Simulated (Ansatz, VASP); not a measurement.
# One calculation of Te3As5, two programs

Contents of INCAR:

```
SYSTEM = Te3As5
PREC = Accurate
ENCUT = 600
EDIFF = 1E-6
ISMEAR = 0
SIGMA = 0.1
LREAL = .False.
LASPH = .True.
NELM = 60
ALGO = Normal
ISIF = 3
LWAVE = .False.
LCHARG = .False.
GGA = PE
IBRION = 2
NSW = 90
EDIFFG = -0.04
```

KPOINTS

```
regular mesh
0
Gamma
  4 4 4
  0 0 0
```

POSCAR

```
Te3As5
1.0
    6.0388510700      0.0000000000      0.0000000000
    0.0000000000      6.0388510700      0.0000000000
    0.0000000000      0.0000000000      6.0388510700
Te As
3 5
Direct
    0.5000000000      0.0000000000      0.0000000000
    0.0000000000      0.5000000000      0.0000000000
    0.0000000000      0.0000000000      0.5000000000
    0.0000000000      0.5000000000      0.5000000000
    0.5000000000      0.0000000000      0.5000000000
    0.5000000000      0.5000000000      0.0000000000
    0.0000000000      0.0000000000      0.0000000000
    0.5000000000      0.5000000000      0.5000000000
```

Input for Ansatz:

```yaml
crystal:
  lattice:
    - [6.03885107, 0.0, 0.0]
    - [0.0, 6.03885107, 0.0]
    - [0.0, 0.0, 6.03885107]
  atoms:
    - { symbol: Te, position: [0.5, 0.0, 0.0] }
    - { symbol: Te, position: [0.0, 0.5, 0.0] }
    - { symbol: Te, position: [0.0, 0.0, 0.5] }
    - { symbol: As, position: [0.0, 0.5, 0.5] }
    - { symbol: As, position: [0.5, 0.0, 0.5] }
    - { symbol: As, position: [0.5, 0.5, 0.0] }
    - { symbol: As, position: [0.0, 0.0, 0.0] }
    - { symbol: As, position: [0.5, 0.5, 0.5] }
basis:
  ecutwfc: 420
kpoints:
  mp_grid: { grid: [4, 4, 4] }
hamiltonian:
  xc: pbe
scf:
  occupations: { method: gaussian, width: 0.1 }
  lower_state_search: "off"
output:
  forces: true
  stress: true
  eigenvalues: true
relax:
  adjacent_minimum: "off"
  f_tol: 0.04
  max_steps: 70
  cell: { stress_tol: 0.4 }
```

Alike in both runs: task relaxation of cell and atoms; functional PBE; k mesh 4 × 4 × 4; occupations gaussian, width 0.1 eV; no spin polarisation.

|  | VASP | Ansatz |
| --- | --- | --- |
| version | VASP 6.6.1 | Ansatz 0.2.0 |
| potentials or method | VASP PAW PBE potentials, release 64 (Te, As), cutoff 600 eV | scalar-relativistic, plane waves, PAW |
| valence electrons in the cell | 43 | 123 |

|  | VASP | Ansatz | Ansatz less VASP |
| --- | --- | --- | --- |
| gap on the k mesh at the Fermi level, each at its own relaxed structure (eV) | none | none | - |
| relaxed volume (Å³/atom) | 24.73 | 24.73 | +0.003 |
| relaxed cell length with the largest relative difference (Å) | 5.827 | 5.827 | +0.0002 |

A gap of «none» marks a metal or a gap that the smearing closes. VASP's potentials hold 43 valence electrons a cell and Ansatz's 123, so a difference there can come from the potentials and not from the codes.

Spin-orbit coupling is off throughout. Noted on VASP's run: too few bands were computed for a metal, which touches its energy and stress.
